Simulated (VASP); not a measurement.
# Nb (Pm-3m) in VASP: notebook

Runs on Nb. Level: LDA. Tasks: single point.

Program: VASP 6.6.1. These are calculated values, not measurements. Logs are shortened: lines on timing, memory, paths and dates and some standing lists are left out, and cuts for length are marked.

## (1) The cell of the first run

It takes space group Pm-3m (No. 221, cubic). Conventional cell: a = 2.568 Å, b = 2.568 Å, c = 2.568 Å, α = 90.00°, β = 90.00°, γ = 90.00°. Nb (site symmetry m-3m) has 6 Nb at 2.57 Å within 3.4 Å.

## (2) Single point, LDA (volume scaled by 0.9)

Input file INCAR:

```
PREC = Accurate
ENCUT = 520
EDIFF = 1E-6
ISMEAR = -1
SIGMA = 0.05
LREAL = F
LASPH = T
NELM = 80
ALGO = Normal
ISIF = 2
LWAVE = F
LCHARG = F
GGA = CA
NBANDS = 12
```

Input file KPOINTS:

```
regular mesh
0
Gamma
  14 14 14
```

Input file POSCAR:

```
Nb
1.0
    2.5684290339      0.0000000000      0.0000000000
    0.0000000000      2.5684290339      0.0000000000
    0.0000000000      0.0000000000      2.5684290339
Nb
1
Direct
    0.0000000000      0.0000000000      0.0000000000
```

Potentials or basis: VASP PAW LDA potentials, release 64 (Nb_sv).

On the command line:

```console
cat potpaw_LDA.64/Nb_sv/POTCAR > POTCAR
mpirun -np 1 vasp_std > vasp.out
```

OUTCAR:

```text
PREC = Accurate
   ENCUT = 520
   EDIFF = 1E-6
   ISMEAR = -1
   LREAL = F
   LASPH = T
   NELM = 80
   ISIF = 2
   GGA = CA

 ion  position               nearest neighbor table
   1  0.000  0.000  0.000-

  LATTYP: Found a simple cubic cell.
 ALAT       =     2.5684290339

  Lattice vectors:

 A1 = (   2.5684290339,   0.0000000000,   0.0000000000)
 A2 = (   0.0000000000,   2.5684290339,   0.0000000000)
 A3 = (   0.0000000000,   0.0000000000,   2.5684290339)

Analysis of symmetry for initial positions (statically):
=====================================================================
 Subroutine PRICEL returns:
 Original cell was already a primitive cell.

 Routine SETGRP: Setting up the symmetry group for a
 simple cubic supercell.

 Subroutine GETGRP returns: Found 48 space group operations
 (whereof 48 operations were pure point group operations)
 out of a pool of 48 trial point group operations.

The static configuration has the point symmetry O_h .

Analysis of symmetry for dynamics (positions and initial velocities):
=====================================================================
 Subroutine PRICEL returns:
 Original cell was already a primitive cell.

 Routine SETGRP: Setting up the symmetry group for a
 simple cubic supercell.

 Subroutine GETGRP returns: Found 48 space group operations
 (whereof 48 operations were pure point group operations)
 out of a pool of 48 trial point group operations.

The dynamic configuration has the point symmetry O_h .

 Subroutine INISYM returns: Found 48 space group operations
 (whereof 48 operations are pure point group operations),
 and found     1 'primitive' translations

----------------------------------------------------------------------------------------

                                     Primitive cell

  volume of cell :      16.9435

  direct lattice vectors                    reciprocal lattice vectors
     2.568429034  0.000000000  0.000000000     0.389343052  0.000000000  0.000000000
     0.000000000  2.568429034  0.000000000     0.000000000  0.389343052  0.000000000
     0.000000000  0.000000000  2.568429034     0.000000000  0.000000000  0.389343052

  length of vectors
     2.568429034  2.568429034  2.568429034     0.389343052  0.389343052  0.389343052

  position of ions in fractional coordinates (direct lattice)
     0.000000000  0.000000000  0.000000000

  ion indices of the primitive-cell ions
   primitive index   ion index
                 1           1

----------------------------------------------------------------------------------------

 KPOINTS: regular mesh

Automatic generation of k-mesh.
 Grid dimensions read from file:
 generate k-points for:   14   14   14

 Generating k-lattice:

  Cartesian coordinates                     Fractional coordinates (reciprocal lattice)
     0.027810218  0.000000000  0.000000000     0.071428571  0.000000000  0.000000000
     0.000000000  0.027810218  0.000000000     0.000000000  0.071428571  0.000000000
     0.000000000  0.000000000  0.027810218     0.000000000  0.000000000  0.071428571

  Length of vectors
     0.027810218  0.027810218  0.027810218

  Shift w.r.t. Gamma in fractional coordinates (k-lattice)
     0.000000000  0.000000000  0.000000000

 Subroutine IBZKPT returns following result:
 ===========================================

 Found    120 irreducible k-points:

 Following reciprocal coordinates:
            Coordinates               Weight
  0.000000  0.000000  0.000000      1.000000
  0.071429  0.000000  0.000000      6.000000
  0.142857  0.000000  0.000000      6.000000
  0.214286  0.000000  0.000000      6.000000
  0.285714  0.000000  0.000000      6.000000
  0.357143  0.000000  0.000000      6.000000
[... 16 lines left out ...]
  0.285714  0.214286  0.000000     24.000000
  0.357143  0.214286  0.000000     24.000000
 [... further k-points ...]
   k-points           NKPTS =    120   k-points in BZ     NKDIM =    120   number of bands    NBANDS=     12
   number of dos      NEDOS =    301   number of ions     NIONS =      1
   total plane-waves  NPLWV =   8000
   dimension x,y,z NGX =    20 NGY =   20 NGZ =   20
   dimension x,y,z NGXF=    40 NGYF=   40 NGZF=   40
   ions per type =               1
   NGX,Y,Z   is equivalent  to a cutoff of  12.95, 12.95, 12.95 a.u.
   NGXF,Y,Z  is equivalent  to a cutoff of  25.89, 25.89, 25.89 a.u.
 SYSTEM =  unknown system
   PREC   = accura    normal or accurate (medium, high low for compatibility)
   ISTART =      0    job   : 0-new  1-cont  2-samecut
   ICHARG =      2    charge: 1-file 2-atom 10-const
   ISPIN  =      1    spin polarized calculation?
   LNONCOLLINEAR =      F non collinear calculations
   LSORBIT =      F    spin-orbit coupling
   LASPH  =      T    aspherical Exc in radial PAW
   ENCUT  =  520.0 eV  38.22 Ry    6.18 a.u.   4.78  4.78  4.78*2*pi/ulx,y,z
   NELM   =     80;   NELMIN=  2; NELMDL= -5     # of ELM steps
   EDIFF  = 0.1E-05   stopping-criterion for ELM
   LREAL  =      F    real-space projection
   EDIFFG = 0.1E-04   stopping-criterion for IOM
   NSW    =      0    number of steps for IOM
   IBRION =     -1    ionic relax: 0-MD 1-quasi-New 2-CG
   NFREE  =      0    steps in history (QN), initial steepest desc. (CG)
   ISIF   =      2    stress and relaxation
   ISYM   =      2    0-nonsym 1-usesym 2-fastsym
   POTIM  = 0.5000    time-step for ionic-motion
   TEBEG  =    0.0;   TEEND  =   0.0 temperature during run
   PSTRESS=    0.0 pullay stress
   NELECT =      13.0000    total number of electrons
   NUPDOWN=      -1.0000    fix difference up-down
   EMIN   =  10.00;   EMAX   =-10.00  energy-range for DOS
   EFERMI =   0.00;   METHOD = LEGACY
   ISMEAR =    -1;   SIGMA  =   0.05  broadening in eV -4-tet -1-fermi 0-gaus
   EFERMI_NEDOS =   21; number of points for ismear=-14 and -15
   IALGO  =     38    algorithm
   IMIX   =      4    mixing-type and parameters
     AMIX     =   0.40;   BMIX     =  1.00
     AMIX_MAG =   1.60;   BMIX_MAG =  1.00
  volume/ion in A,a.u.               =      16.94       114.34
  Fermi-wavevector in a.u.,A,eV,Ry     =   1.498724  2.832178 30.561054  2.246174
  Thomas-Fermi vector in A             =   2.610446
   LORBIT       =      0    0 simple, 1 ext, 2 COOP (PROOUT), +10 PAW based schemes
   GGA     = CA    functional components
   LHFCALC =     F    Hartree Fock is set to
   AEXX    =    0.0000 exact exchange contribution
   IVDW    =     0    specifies the selected vdW correction
   LEPSILON=     F    determine dielectric tensor
   LRPA    =     F    only Hartree local field effects (RPA)
 non-spin polarized calculation
  energy-cutoff  :      520.00
  volume of cell :       16.94
 maximum number of plane-waves:       480
 NGX is ok and might be reduce to    20

 number of electron      12.9999997 magnetization

 Free energy of the ion-electron system (eV)
  ---------------------------------------------------
  ext. energy  EPLUGINS =         0.00000000
  ---------------------------------------------------
  free energy    TOTEN  =       -10.13647657 eV

  energy without entropy =      -10.12770381  energy(sigma->0) =      -10.13209019

 E-fermi :  12.1215     XC(G=0): -12.9127

 val. band max:       12.0550915425   @ k =   0.5000   0.4286   0.1429
 cond. band min:      12.1258661258   @ k =   0.4286   0.0714   0.0000
 fundamental gap:      0.0707745833
 Fermi energy:        12.1214881913

 k-point     1 :       0.0000    0.0000    0.0000
  band No.  band energies     occupation
      1     -42.4120      2.00000
      2     -17.3762      2.00000
      3     -17.3762      2.00000
      4     -17.3762      2.00000
      5       6.0894      2.00000
      6       8.4682      2.00000
      7       8.4682      2.00000
      8      18.1897      0.00000
      9      18.1897      0.00000
     10      18.1897      0.00000
     11      28.1172      0.00000
     12      28.1172      0.00000

 k-point     2 :       0.0714    0.0000    0.0000
  band No.  band energies     occupation
      1     -42.3953      2.00000
      2     -17.5065      2.00000
      3     -17.3651      2.00000
      4     -17.3651      2.00000
      5       6.2646      2.00000
      6       8.5161      2.00000
      7       8.6907      2.00000
      8      17.8776      0.00000
      9      17.8776      0.00000
     10      18.2110      0.00000
     11      27.3440      0.00000
     12      28.5017      0.00000

 k-point     3 :       0.1429    0.0000    0.0000
  band No.  band energies     occupation
      1     -42.3481      2.00000
      2     -17.8616      2.00000
      3     -17.3340      2.00000
      4     -17.3340      2.00000
      5       6.7164      2.00000
      6       8.6533      2.00000
      7       9.3662      2.00000
      8      17.1065      0.00000
      9      17.1065      0.00000
     10      18.2710      0.00000
     11      25.7569      0.00000
     12      29.4673      0.00000
[... 286 lines left out ...]
 k-point    23 :       0.2857    0.2143    0.0000
  band No.  band energies     occupation
      1     -42.0712      2.00000
      2     -18.7458      2.00000
      3     -18.1717      2.00000
      4     -17.1538      2.00000
      5       8.7563      2.00000
      6      10.1007      2.00000
      7      12.1659      0.58289
      8      14.4491      0.00000
      9      15.5479      0.00000
     10      16.6576      0.00000
     11      24.4254      0.00000
     12      27.3975      0.00000

 k-point    24 :       0.3571    0.2143    0.0000
  band No.  band energies     occupation
      1     -42.0007      2.00000
      2     -19.1792      2.00000
      3     -18.1133      2.00000
      4     -17.1088      2.00000
      5       9.1216      2.00000
      6      10.0308      2.00000
      7      12.3270      0.03226
      8      14.8986      0.00000
      9      15.4782      0.00000
     10      16.7728      0.00000
     11      23.5554      0.00000
     12      28.2468      0.00000

 [... further k-points ...]
[... 5 lines left out ...]
  --------------------------------------------------------------------------------------
  -------------------------------------------------------------------------------------
  Total        2.0734701      2.0734701      2.0734701      0.0000000      0.0000000      0.0000000
  in kB      196.0675159    196.0675159    196.0675159      0.0000000      0.0000000      0.0000000
  external PRESSURE =     196.0675159 kB  Pullay stress =       0.0000000 kB

 VOLUME and BASIS-vectors are now :
 -----------------------------------------------------------------------------
  energy-cutoff  :      520.00
  volume of cell :       16.94
      direct lattice vectors                 reciprocal lattice vectors
     2.568429034  0.000000000  0.000000000     0.389343052  0.000000000  0.000000000
     0.000000000  2.568429034  0.000000000     0.000000000  0.389343052  0.000000000
     0.000000000  0.000000000  2.568429034     0.000000000  0.000000000  0.389343052

 POSITION                                       TOTAL-FORCE (eV/Angst)
 -----------------------------------------------------------------------------------
      0.00000      0.00000      0.00000         0.000000      0.000000      0.000000
 -----------------------------------------------------------------------------------
    total drift:                                0.000000     -0.000000     -0.000000

  FREE ENERGIE OF THE ION-ELECTRON SYSTEM (eV)
  ---------------------------------------------------
  free  energy   TOTEN  =       -10.1364765675 eV

  energy  without entropy=      -10.1277038106  energy(sigma->0) =      -10.13209019
```

It took 39 s on 1 thread of AMD EPYC 7R43 (Zen 3), shared host; peak memory 0.1 GiB.

Results:

| Property | Result |
| --- | --- |
| Free energy | -10.1365 eV |
| Pressure | 19.6 GPa |

Caveat: the cell differs from its parent crystal (volume scaled by 0.9).

## (3) Single point, LDA

Input file INCAR:

```
SYSTEM = Nb
PREC = Accurate
ENCUT = 500
EDIFF = 1E-6
ISMEAR = -1
SIGMA = 0.05
LREAL = .False.
LASPH = .True.
NELM = 120
ALGO = Normal
ISIF = 2
LWAVE = .False.
LCHARG = .False.
NBANDS = 12
GGA_COMPAT = .False.
```

Input file KPOINTS:

```
regular mesh
0
Gamma
  14 14 14
  0 0 0
```

Input file POSCAR:

```
Nb
1.0
    2.4695437803      0.0000000000      0.0000000000
    0.0000000000      2.4695437803      0.0000000000
    0.0000000000      0.0000000000      2.4695437803
Nb
1
Direct
    0.0000000000      0.0000000000      0.0000000000
```

Potentials or basis: VASP PAW LDA potentials, release 64 (Nb_sv).

On the command line:

```console
cat potpaw_LDA.64/Nb_sv/POTCAR > POTCAR
mpirun -np 1 vasp_std > vasp.out
```

Wall time 30 s (1 thread of Intel Xeon 8259CL, shared host); peak memory 0.13 GiB.

Results (log left out):

| Property | Result |
| --- | --- |
| Free energy | -9.7269 eV |
| Pressure | 52.5 GPa |

Levels at points of the mesh, in eV from the Fermi level:
| k point | band 4 | band 5 | band 6 | band 7 | band 8 | band 9 | band 10 | band 11 |
| --- | --- | --- | --- | --- | --- | --- | --- | --- |
| (0.00, 0.00, 0.00) | -29.23 | -6.21 | -4.31 | -4.31 | 6.90 | 6.90 | 6.90 | 17.13 |
| (0.50, 0.00, 0.00) | -28.91 | -3.03 | -2.75 | 1.12 | 1.95 | 1.95 | 7.45 | 13.42 |
| (0.50, 0.50, 0.00) | -28.61 | -6.37 | -1.35 | 3.01 | 3.01 | 7.69 | 7.69 | 10.24 |
| (0.50, 0.50, 0.50) | -31.39 | -4.19 | -4.19 | -4.19 | 6.75 | 10.61 | 10.61 | 16.90 |

## (4) Single point, LDA

This run uses another cell than the first one, of 15.06 Å³/atom, 0.889 times its volume.

Input file INCAR:

```
SYSTEM = Nb
PREC = Accurate ; ENCUT = 500
EDIFF = 1E-6 ; ISMEAR = -1
SIGMA = 0.05 ; LREAL = .False.
LASPH = .True. ; NELM = 120
ALGO = Normal ; ISIF = 2
LWAVE = .False. ; LCHARG = .True.
LELF = .True. ; LVHAR = .True.
NBANDS = 12 ; GGA_COMPAT = .False.
```

Input file KPOINTS:

```
Automatic mesh
0
Gamma
  14 14 14
  0.5 0.5 0.5
```

POSCAR is that of step 3.

On the command line:

```console
cat potpaw_LDA.64/Nb_sv/POTCAR > POTCAR
mpirun -np 1 vasp_std > vasp.out
```

It took 24 s on 1 thread of Intel Xeon 8259CL, shared host; peak memory 0.12 GiB.

It converged, with:

* Free energy: -9.7148 eV
* Pressure: 53.2 GPa

Levels at points of the mesh, in eV from the Fermi level:
```
           k point  band 5  band 6  band 7  band 8  band 9  band 10
(0.04, 0.04, 0.04)   -5.87   -3.99   -3.99    6.86    6.93     6.93
```

## (5) Overview

| cell | k mesh | cutoff (eV) | gap on the mesh (eV) | pressure (GPa) |
| --- | --- | --- | --- | --- |
| a = 2.568 Å, 1 atom | 14 × 14 × 14 | 520 | none | 19.6 |
| a = 2.470 Å, 1 atom | 14 × 14 × 14 | 500 | none | 52.5 |
| a = 2.470 Å, 1 atom | 14 × 14 × 14, shifted | 500 | none | 53.2 |

Alike in all rows: task single point; level LDA; potentials or basis VASP PAW LDA potentials, release 64 (Nb_sv); no spin polarisation; smearing fermi-dirac 0.05 eV.

Total energies depend on the potentials used, so only differences within one code and one set of settings carry meaning.
